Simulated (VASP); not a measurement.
# PtSe2 (P-3m1) in VASP: a series of runs

The runs below take PtSe2 through single point, relaxation of cell and atoms, with PBEsol.

Program: VASP 6.6.1. These are calculated values, not measurements. Logs are shortened: lines on timing, memory, paths and dates and some standing lists are left out, and cuts for length are marked.

## Step 1: The cell of the first run

It takes space group P-3m1 (No. 164, trigonal). Conventional cell: a = 3.761 Å, b = 3.761 Å, c = 4.863 Å, α = 90.00°, β = 90.00°, γ = 120.00°. Pt (site symmetry -3m) has 6 Se at 2.51 Å within 3.3 Å. Within 3.4 Å of Se (site symmetry 3m) lie 3 Pt at 2.51 Å and 6 Se at 3.18 to 3.34 Å.

## Step 2: Single point, PBEsol

INCAR

```
  PREC = Accurate
  ENCUT = 520
  EDIFF = 1E-6
  ISMEAR = 0
  SIGMA = 0.15
  LREAL = False
  LASPH = True
  NELM = 100
  ALGO = Normal
  ISIF = 2
  LWAVE = False
  LCHARG = True
  GGA = PS
  LELF = True
  LVHAR = True
  NBANDS = 18
```

KPOINTS

```
Automatic mesh
0
Gamma
  12 12 10
```

POSCAR

```
PtSe2
1.0
    3.7607249071      0.0000000000      0.0000000000
   -1.8803624535      3.2568833062      0.0000000000
    0.0000000000      0.0000000000      4.8633103101
Pt Se
1 2
Direct
    0.0000000000      0.0000000000      0.0000000000
    0.3333333333      0.6666666667      0.2606754608
    0.6666666667      0.3333333333      0.7393245392
```

Potentials or basis: VASP PAW PBE potentials, release 64 (Pt, Se).

On the command line:

```sh
$ cat potpaw_PBE.64/Pt/POTCAR potpaw_PBE.64/Se/POTCAR > POTCAR
$ mpirun -np 1 vasp_std > vasp.out
```

OUTCAR:

```text
PREC = Accurate
   ENCUT = 520
   EDIFF = 1E-6
   ISMEAR = 0
   LREAL = False
   LASPH = True
   NELM = 100
   ISIF = 2
   GGA = PS

 ion  position               nearest neighbor table
   1  0.000  0.000  0.000-   2 2.51   3 2.51   2 2.51   3 2.51   3 2.51   2 2.51
   2  0.333  0.667  0.261-   1 2.51   1 2.51   1 2.51
   3  0.667  0.333  0.739-   1 2.51   1 2.51   1 2.51

  LATTYP: Found a hexagonal cell.
 ALAT       =     3.7607249071
 C/A-ratio  =     1.2931842744

  Lattice vectors:

 A1 = (   3.7607249071,   0.0000000000,   0.0000000000)
 A2 = (  -1.8803624535,   3.2568833062,   0.0000000000)
 A3 = (   0.0000000000,   0.0000000000,   4.8633103101)

Analysis of symmetry for initial positions (statically):
=====================================================================
 Subroutine PRICEL returns:
 Original cell was already a primitive cell.

 Routine SETGRP: Setting up the symmetry group for a
 hexagonal supercell.

 Subroutine GETGRP returns: Found 12 space group operations
 (whereof 12 operations were pure point group operations)
 out of a pool of 24 trial point group operations.

The static configuration has the point symmetry D_3d.

Analysis of symmetry for dynamics (positions and initial velocities):
=====================================================================
 Subroutine PRICEL returns:
 Original cell was already a primitive cell.

 Routine SETGRP: Setting up the symmetry group for a
 hexagonal supercell.

 Subroutine GETGRP returns: Found 12 space group operations
 (whereof 12 operations were pure point group operations)
 out of a pool of 24 trial point group operations.

The dynamic configuration has the point symmetry D_3d.

 Subroutine INISYM returns: Found 12 space group operations
 (whereof 12 operations are pure point group operations),
 and found     1 'primitive' translations

----------------------------------------------------------------------------------------

                                     Primitive cell

  volume of cell :      59.5670

  direct lattice vectors                    reciprocal lattice vectors
     3.760724907  0.000000000  0.000000000     0.265906182  0.153521006  0.000000000
    -1.880362454  3.256883306  0.000000000     0.000000000  0.307042011  0.000000000
     0.000000000  0.000000000  4.863310310     0.000000000  0.000000000  0.205621261

[... 77 lines left out ...]
   ISTART =      0    job   : 0-new  1-cont  2-samecut
   ICHARG =      2    charge: 1-file 2-atom 10-const
   ISPIN  =      1    spin polarized calculation?
   LNONCOLLINEAR =      F non collinear calculations
   LSORBIT =      F    spin-orbit coupling
   LASPH  =      T    aspherical Exc in radial PAW
   ENCUT  =  520.0 eV  38.22 Ry    6.18 a.u.   6.99  6.99  9.04*2*pi/ulx,y,z
   NELM   =    100;   NELMIN=  2; NELMDL= -5     # of ELM steps
   EDIFF  = 0.1E-05   stopping-criterion for ELM
   LREAL  =      F    real-space projection
   EDIFFG = 0.1E-04   stopping-criterion for IOM
   NSW    =      0    number of steps for IOM
   IBRION =     -1    ionic relax: 0-MD 1-quasi-New 2-CG
   NFREE  =      0    steps in history (QN), initial steepest desc. (CG)
   ISIF   =      2    stress and relaxation
   ISYM   =      2    0-nonsym 1-usesym 2-fastsym
   POTIM  = 0.5000    time-step for ionic-motion
   TEBEG  =    0.0;   TEEND  =   0.0 temperature during run
   PSTRESS=    0.0 pullay stress
   NELECT =      22.0000    total number of electrons
   NUPDOWN=      -1.0000    fix difference up-down
   EMIN   =  10.00;   EMAX   =-10.00  energy-range for DOS
   EFERMI =   0.00;   METHOD = LEGACY
   ISMEAR =     0;   SIGMA  =   0.15  broadening in eV -4-tet -1-fermi 0-gaus
   EFERMI_NEDOS =   21; number of points for ismear=-14 and -15
   IALGO  =     38    algorithm
   IMIX   =      4    mixing-type and parameters
     AMIX     =   0.40;   BMIX     =  1.00
     AMIX_MAG =   1.60;   BMIX_MAG =  1.00
  volume/ion in A,a.u.               =      19.86       133.99
  Fermi-wavevector in a.u.,A,eV,Ry     =   1.174574  2.219623 18.770933  1.379625
  Thomas-Fermi vector in A             =   2.310969
   LORBIT       =      0    0 simple, 1 ext, 2 COOP (PROOUT), +10 PAW based schemes
   GGA     = PS    functional components
   LHFCALC =     F    Hartree Fock is set to
   AEXX    =    0.0000 exact exchange contribution
   IVDW    =     0    specifies the selected vdW correction
   LEPSILON=     F    determine dielectric tensor
   LRPA    =     F    only Hartree local field effects (RPA)
 non-spin polarized calculation
 Gauss-broadening in eV      SIGMA  =   0.15
  energy-cutoff  :      520.00
  volume of cell :       59.57
 maximum number of plane-waves:      1623
   NGX = 13   NGY = 13   NGZ = 19

 number of electron      21.9999997 magnetization

 Free energy of the ion-electron system (eV)
  ---------------------------------------------------
  ext. energy  EPLUGINS =         0.00000000
  ---------------------------------------------------
  free energy    TOTEN  =       -15.90979973 eV

  energy without entropy =      -15.90101265  energy(sigma->0) =      -15.90540619

 E-fermi :   6.5506     XC(G=0): -10.9586

 val. band max:        6.5485084814   @ k =   0.0000   0.1667   0.1000
 cond. band min:       6.5687631775   @ k =  -0.2500  -0.4167   0.1000
 fundamental gap:      0.0202546961
 Fermi energy:         6.5505762530

 k-point     1 :       0.0000    0.0000    0.0000
  band No.  band energies     occupation
      1      -9.1543      2.00000
      2      -6.0784      2.00000
      3      -0.6168      2.00000
      4       0.2148      2.00000
      5       0.2148      2.00000
      6       2.7021      2.00000
[... 481 lines left out ...]
      5       0.6598      2.00000
      6       2.0712      2.00000
[... 10 lines left out ...]
     17      15.0462      0.00000
     18      15.2447      0.00000

 [... further k-points ...]
[... 5 lines left out ...]
  --------------------------------------------------------------------------------------
  -------------------------------------------------------------------------------------
  Total        0.0285718      0.0285718      0.0220307      0.0000000      0.0000000      0.0000000
  in kB        0.7684983      0.7684983      0.5925619      0.0000000      0.0000000      0.0000000
  external PRESSURE =       0.7098528 kB  Pullay stress =       0.0000000 kB

 VOLUME and BASIS-vectors are now :
 -----------------------------------------------------------------------------
  energy-cutoff  :      520.00
  volume of cell :       59.57
      direct lattice vectors                 reciprocal lattice vectors
     3.760724907  0.000000000  0.000000000     0.265906182  0.153521006  0.000000000
    -1.880362454  3.256883306  0.000000000     0.000000000  0.307042011  0.000000000
     0.000000000  0.000000000  4.863310310     0.000000000  0.000000000  0.205621261

 POSITION                                       TOTAL-FORCE (eV/Angst)
 -----------------------------------------------------------------------------------
      0.00000      0.00000      0.00000         0.000000      0.000000      0.000000
     -0.00000      2.17126      1.26775        -0.000000      0.000000      0.017810
      1.88036      1.08563      3.59556         0.000000      0.000000     -0.017810
 -----------------------------------------------------------------------------------
    total drift:                               -0.000000      0.000000      0.000000

  FREE ENERGIE OF THE ION-ELECTRON SYSTEM (eV)
  ---------------------------------------------------
  free  energy   TOTEN  =       -15.9097997349 eV

  energy  without entropy=      -15.9010126548  energy(sigma->0) =      -15.90540619
```

Wall time 3 min (1 thread of Intel Xeon 8259CL, shared host); peak memory 0.3 GiB.

Results:

```
Free energy            : -15.9098 eV
Pressure               : 0.1 GPa
Largest force          : 0.018 eV/Å
Band gap on the k mesh : zero (bands 11 and 12 overlap by 0.77 eV)
```

Forces in eV/Å, atoms in the order of the input:
```
Pt   0.000  0.000  0.000
Se   0.000  0.000  0.018
Se   0.000  0.000 -0.018
```

Caveat: the PAW data sets were made with another functional, which shifts forces and pressure a little; spin-orbit coupling is left out, which moves the levels of the heavy elements.

## Step 3: Single point, PBEsol

INCAR

```
SYSTEM = PtSe2
ALGO     = Normal         ! electronic algorithm
EDIFF    = 1E-7           ! SCF threshold, eV
ENCUT    = 520            ! plane-wave cutoff, eV
GGA      = PS             ! functional
ISIF     = 2              ! what is computed and relaxed
ISMEAR   = 0              ! smearing method
LASPH    = .TRUE.         ! aspherical terms in the spheres
LCHARG   = .FALSE.        ! write CHGCAR
LREAL    = .FALSE.        ! projectors in reciprocal space
LWAVE    = .FALSE.        ! write WAVECAR
NBANDS   = 18             ! bands
NELM     = 100            ! most SCF steps
PREC     = Accurate       ! precision mode
SIGMA    = 0.15           ! smearing width, eV
```

KPOINTS

```
k-points
0
G
  18 18 12
  0 0 0
```

POSCAR is that of step 2.

Potentials or basis: VASP PAW PBE potentials, release 64 (Pt, Se).

On the command line:

```sh
$ cat potpaw_PBE.64/Pt/POTCAR potpaw_PBE.64/Se/POTCAR > POTCAR
$ mpirun -np 1 vasp_std > vasp.out
```

Wall time 8.7 min (1 thread of Intel Xeon 8259CL, shared host); peak memory 0.51 GiB.

Results (log left out):

* Free energy: -15.9099 eV
* Pressure: 0.1 GPa
* Largest force: 0.013 eV/Å
* Band gap on the k mesh: zero (bands 11 and 12 overlap by 0.86 eV)

Forces in eV/Å, atoms in the order of the input:
```
Pt   0.000  0.000  0.000
Se   0.000  0.000  0.013
Se   0.000  0.000 -0.013
```

Levels at points of the mesh, in eV from the Fermi level:
```
           k point  band 9  band 10  band 11  band 12  band 13  band 14
(0.00, 0.00, 0.00)   -1.01    -1.01     0.75     1.21     1.21     3.28
(0.50, 0.00, 0.00)   -3.36    -3.30    -2.92     0.55     2.51     4.92
(0.00, 0.00, 0.50)   -1.67    -1.64    -1.64     2.36     2.36     4.87
(0.50, 0.00, 0.50)   -3.11    -2.69    -1.14     0.74     1.48     4.78
```

Caveat: the PAW data sets were made with another functional, which shifts forces and pressure a little; spin-orbit coupling is left out, which moves the levels of the heavy elements.

## Step 4: Relaxation of cell and atoms, PBEsol

INCAR

```
ALGO     = Normal         # electronic algorithm
EDIFF    = 1E-6           # SCF threshold, eV
EDIFFG   = -0.001         # ionic threshold
ENCUT    = 600            # plane-wave cutoff, eV
GGA      = PS             # functional
IBRION   = 2              # ionic algorithm
ISIF     = 3              # what is computed and relaxed
ISMEAR   = -1             # smearing method
LASPH    = True           # aspherical terms in the spheres
LCHARG   = False          # write CHGCAR
LREAL    = False          # projectors in reciprocal space
LWAVE    = False          # write WAVECAR
NELM     = 80             # most SCF steps
NSW      = 80             # ionic steps
PREC     = Accurate       # precision mode
SIGMA    = 0.15           # smearing width, eV
```

KPOINTS

```
k-points
0
Gamma
  12 12 8
```

POSCAR

```
PtSe2
1.0
    3.7607248996      0.0000000000      0.0000000000
   -1.8803624498      3.2568832997      0.0000000000
    0.0000000000      0.0000000000      4.8633103098
Pt Se
1 2
Direct
    0.0000000000      0.0000000000      0.0000000000
    0.3333333333      0.6666666667      0.2606754621
    0.6666666667      0.3333333333      0.7393245379
```

On the command line:

```sh
$ cat potpaw_PBE.64/Pt/POTCAR potpaw_PBE.64/Se/POTCAR > POTCAR
$ mpirun -np 1 vasp_std > vasp.out
```

Run time: 7.2 min. Hardware: 1 thread of Intel Xeon Platinum 8488C (Sapphire Rapids), shared host; peak memory 0.31 GiB.

Results (log left out):

| Item | Value |
| --- | --- |
| Free energy | -15.9346 eV |
| Relaxed volume | 19.84 Å³/atom |
| Relaxed cell | a = 3.762 Å, b = 3.762 Å, c = 4.856 Å, α = 90.00°, β = 90.00°, γ = 120.00° |
| Space group after relaxing (to 0.1 Å) | P-3m1 (No. 164) |
| Energy gained by relaxing | 0.0 meV/atom |
| Ionic steps | 16 |
| Pressure after relaxing | 0.0 GPa |
| Band gap on the k mesh | zero (bands 11 and 12 overlap by 0.78 eV) |

Step by step:
| step | energy change (eV) | largest force (eV/Å) | pressure (GPa) | volume (Å³) |
| --- | --- | --- | --- | --- |
| 1 | 0.0000 | 0.0318 | 0.16 | 59.57 |
| 2 | 0.0001 | 0.0173 | -0.32 | 59.74 |
| 3 | 0.0000 | 0.0129 | -0.01 | 59.63 |
| 4 | 0.0000 | 0.0116 | -0.03 | 59.64 |
| 5 | -0.0001 | 0.0081 | -0.04 | 59.62 |
| 6 | -0.0001 | 0.0017 | -0.01 | 59.56 |
| 7 | -0.0001 | 0.0008 | 0.02 | 59.53 |
| 8 | -0.0001 | 0.0029 | 0.04 | 59.51 |
| 9 | -0.0001 | 0.0001 | -0.01 | 59.51 |
| 10 | -0.0001 | 0.0005 | -0.01 | 59.51 |
| 11 | -0.0001 | 0.0014 | -0.02 | 59.52 |
| 12 | -0.0001 | 0.0009 | -0.01 | 59.51 |
| 13 | -0.0001 | 0.0007 | -0.01 | 59.51 |
| 14 | -0.0001 | 0.0005 | 0.01 | 59.51 |
| 15 | -0.0001 | 0.0004 | -0.01 | 59.51 |
| 16 | -0.0001 | 0.0002 | 0.00 | 59.51 |

Final structure:
```
CELL_PARAMETERS angstrom
3.76185 0.00000 0.00000
-1.88093 3.25786 0.00000
0.00000 0.00000 4.85570
ATOMIC_POSITIONS crystal
Pt 0.00000 0.00000 0.00000
Se 0.33333 0.66667 0.26145
Se 0.66667 0.33333 0.73855
```

Levels at points of the mesh, in eV from the Fermi level:
```tsv
k point	band 8	band 9	band 10	band 11	band 12	band 13	band 14	band 15
(0.00, 0.00, 0.00)	-2.40	-0.96	-0.96	0.81	1.24	1.24	3.33	4.12
(0.50, 0.00, 0.00)	-3.64	-3.29	-3.22	-2.86	0.60	2.57	4.99	6.05
(0.00, 0.00, 0.50)	-2.88	-1.62	-1.60	-1.60	2.42	2.42	4.93	6.51
(0.50, 0.00, 0.50)	-3.31	-3.04	-2.62	-1.08	0.78	1.54	4.84	4.91
```

Caveat: the PAW data sets were made with another functional, which shifts forces and pressure a little; spin-orbit coupling is left out, which moves the levels of the heavy elements.

## Step 5: Relaxation of cell and atoms, PBEsol, target pressure -1 GPa, at which the enthalpy is minimised

INCAR

```
SYSTEM = PtSe2
PREC = Accurate ; ENCUT = 600
EDIFF = 1E-6 ; ISMEAR = -1
SIGMA = 0.15 ; LREAL = .False.
LASPH = .True. ; NELM = 60
ALGO = Normal ; ISIF = 3
LWAVE = .False. ; LCHARG = .False.
GGA = PS ; IBRION = 2
NSW = 80 ; EDIFFG = -0.001
PSTRESS = -10.0
```

KPOINTS

```
Automatic mesh
0
Gamma
  12 12 8
  0 0 0
```

POSCAR

```
PtSe2
1.0
    3.7607971116      0.0000000000      0.0000000000
   -1.8803985558      3.2569458371      0.0000000000
    0.0000000000      0.0000000000      4.8587327377
Pt Se
1 2
Direct
    0.0000000000      0.0000000000      0.0000000000
    0.3333333333      0.6666666667      0.2611754915
    0.6666666667      0.3333333333      0.7388245085
```

On the command line:

```sh
$ cat potpaw_PBE.64/Pt/POTCAR potpaw_PBE.64/Se/POTCAR > POTCAR
$ mpirun -np 1 vasp_std > vasp.out
```

Wall time 22 min (1 thread of Intel Xeon 8259CL, shared host); peak memory 0.32 GiB.

Results (log left out):

```yaml
Free_energy: -15.9299 eV
Relaxed_volume: 20.31 Å³/atom
Relaxed_cell: a = 3.767 Å, b = 3.767 Å, c = 4.958 Å, α = 90.00°, β = 90.00°, γ = 120.00°
Space_group_after_relaxing_to_0.1_Å: P-3m1 (No. 164)
Energy_change_on_relaxing_the_run_minimises_the_enthalpy: +1.6 meV/atom
Ionic_steps: 22
Pressure_after_relaxing: -1.0 GPa
Band_gap_on_the_k_mesh: zero (bands 11 and 12 overlap by 0.63 eV)
```

The path:
| step | energy change (eV) | largest force (eV/Å) | pressure (GPa) | volume (Å³) |
| --- | --- | --- | --- | --- |
| 1 | 0.0000 | 0.0144 | 0.11 | 59.51 |
| 2 | 0.0091 | 0.2014 | -2.46 | 60.70 |
| 3 | 0.0014 | 0.0764 | -0.98 | 60.00 |
| 4 | 0.0015 | 0.0613 | -0.99 | 60.11 |
| 5 | 0.0023 | 0.0172 | -0.97 | 60.43 |
| 6 | 0.0063 | 0.0686 | -0.90 | 61.09 |
| 7 | 0.0042 | 0.0313 | -0.94 | 60.79 |
| 8 | 0.0056 | 0.0191 | -1.27 | 61.06 |
| 9 | 0.0052 | 0.0074 | -1.18 | 60.99 |
| 10 | 0.0046 | 0.0093 | -0.83 | 60.91 |
| 11 | 0.0048 | 0.0019 | -1.00 | 60.95 |
| 12 | 0.0048 | 0.0014 | -1.00 | 60.95 |
| 13 | 0.0050 | 0.0027 | -1.12 | 60.97 |
| 14 | 0.0048 | 0.0009 | -1.00 | 60.95 |
| 15 | 0.0048 | 0.0011 | -1.01 | 60.95 |
| 16 | 0.0048 | 0.0013 | -1.02 | 60.94 |
| 17 | 0.0047 | 0.0020 | -0.99 | 60.93 |
| 18 | 0.0047 | 0.0007 | -1.00 | 60.93 |
| 19 | 0.0047 | 0.0002 | -1.01 | 60.93 |
| 20 | 0.0047 | 0.0005 | -1.00 | 60.93 |
| 21 | 0.0047 | 0.0000 | -1.01 | 60.93 |
| 22 | 0.0047 | 0.0003 | -1.00 | 60.93 |

Final structure:
```xyz
3
Lattice="3.7669 0.0000 0.0000 -1.8835 3.2623 0.0000 0.0000 0.0000 4.9581" Properties=species:S:1:pos:R:3 pbc="T T T"
Pt    0.0000    0.0000    0.0000
Se    0.0000    2.1748    1.2711
Se    1.8835    1.0874    3.6870
```

Levels at points of the mesh, in eV from the Fermi level:
```csv
k point,band 8,band 9,band 10,band 11,band 12,band 13,band 14,band 15
"(0.00, 0.00, 0.00)",-2.39,-0.96,-0.96,0.68,1.35,1.35,3.46,4.04
"(0.50, 0.00, 0.00)",-3.51,-3.27,-3.21,-2.83,0.64,2.46,4.87,5.95
"(0.00, 0.00, 0.50)",-2.84,-1.62,-1.49,-1.49,2.36,2.36,4.88,6.33
"(0.50, 0.00, 0.50)",-3.29,-3.02,-2.65,-1.14,0.90,1.50,4.73,4.82
```

Caveat: the cell is relaxed towards a set pressure, so the run minimises the enthalpy, not the energy; the PAW data sets were made with another functional, which shifts forces and pressure a little; spin-orbit coupling is left out, which moves the levels of the heavy elements. Zero-point motion and thermal expansion aren't in these numbers.

## Step 6: Overview

```tsv
task	cell	k mesh	cutoff (eV)	smearing	gap on the mesh (eV)	pressure (GPa)	largest force (eV/Å)
single point	a = 3.761, b = 3.761, c = 4.863 Å, angles 90.0, 90.0, 120.0°, 3 atoms	12 × 12 × 10	520	gaussian 0.15 eV	none	0.1	0.02
single point	a = 3.761, b = 3.761, c = 4.863 Å, angles 90.0, 90.0, 120.0°, 3 atoms	18 × 18 × 12	520	gaussian 0.15 eV	none	0.1	0.01
relaxation of cell and atoms	relaxed from a = 3.761, b = 3.761, c = 4.863 Å, angles 90.0, 90.0, 120.0°, 3 atoms	12 × 12 × 8	600	fermi-dirac 0.15 eV	none	0.0	-
relaxation of cell and atoms	relaxed to -1 GPa from a = 3.761, b = 3.761, c = 4.859 Å, angles 90.0, 90.0, 120.0°, 3 atoms	12 × 12 × 8	600	fermi-dirac 0.15 eV	none	-1.0	-
```

Alike in all rows: level PBEsol; potentials or basis VASP PAW PBE potentials, release 64 (Pt, Se); no spin polarisation.

Caveats: the PAW data sets were made with another functional, which shifts forces and pressure a little; spin-orbit coupling is left out, which moves the levels of the heavy elements; the cell is relaxed towards a set pressure, so the run minimises the enthalpy, not the energy (at least some runs).

Absolute energies hang on the potentials; compare differences alone.
